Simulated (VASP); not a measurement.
SnO: single point with PBEsol+D3(BJ)

Crystal: SnO.

```
Sn O
1.0
     3.77039    0.00000    0.00000
     0.00000    3.77039    0.00000
     0.00000    0.00000    4.56337
Sn O
2 2
Direct
  0.03445 0.53445 0.28173
  0.53445 0.03445 0.77521
  0.00000 0.00000 0.00000
  0.50000 0.50000 0.00000
```

This cell differs from its parent crystal: all Sn atoms moved +0.225 Å, as atom 1 along Cartesian [1 1 1].

| Item | Value |
| --- | --- |
| Program | VASP 6.6.1 |
| Task | single point |
| Functional | PBEsol |
| Dispersion | D3(BJ) |
| Potentials or basis | VASP PAW PBE potentials, release 64 (Sn_d, O) |
| Cutoff | 600 eV |
| k mesh | 12 × 12 × 10 |
| Occupations | gaussian, width 0.15 eV |
| Spin | no spin polarisation |
| Dipole correction | no |
| Further INCAR settings | ALGO = Normal; EDIFF = 1e-06; NBANDS = 28 |

- Pressure: 2.6 GPa
- Largest force: 1.995 eV/Å
- Band gap on the k mesh: zero (bands 20 and 21 overlap by 0.44 eV)
- Dispersion energy per atom: -0.233 eV

Forces in eV/Å, atoms in the order of the input:
```
Sn  -0.285 -0.285 -0.468
Sn  -0.934 -0.934 -1.495
O    0.997  0.222  0.981
O    0.222  0.997  0.981
```

Stress tensor (GPa, compression positive):
```
 3.05 -0.51  1.21
-0.51  3.05  1.21
 1.21  1.21  1.62
```

Levels at points of the mesh, in eV from the Fermi level:
```csv
k point,band 16,band 17,band 18,band 19,band 20,band 21,band 22,band 23,band 24,band 25
"(0.00, 0.00, 0.00)",-6.36,-3.83,-3.21,-3.14,-0.01,2.46,3.92,4.24,5.46,6.23
"(0.50, 0.00, 0.00)",-5.34,-4.92,-4.64,-3.11,-2.90,3.38,3.49,5.43,5.95,6.55
"(0.50, 0.50, 0.00)",-5.23,-2.73,-2.46,-2.29,-1.67,-0.41,-0.39,3.93,4.76,8.08
"(0.00, 0.00, 0.50)",-3.95,-3.23,-3.16,-2.60,-2.22,1.65,2.36,2.58,3.48,7.87
"(0.50, 0.00, 0.50)",-5.62,-5.17,-4.68,-2.09,-1.52,2.71,2.99,4.69,5.49,6.92
"(0.50, 0.50, 0.50)",-5.91,-3.43,-2.73,-2.71,-2.45,1.98,2.09,4.67,4.75,5.56
```

Run time: 7.8 min on 1 thread of Intel(R) Xeon(R) 6975P-C (Granite Rapids), on a shared host, peak memory 0.76 GiB.

Caveat: the cell differs from its parent crystal (all Sn atoms moved +0.225 Å, as atom 1 along Cartesian [1 1 1]); semilocal functionals underestimate gaps, so a narrow gap can read as zero; the PAW data sets were made with another functional, which shifts forces and pressure a little; spin-orbit coupling is left out, which moves the levels of the heavy elements.
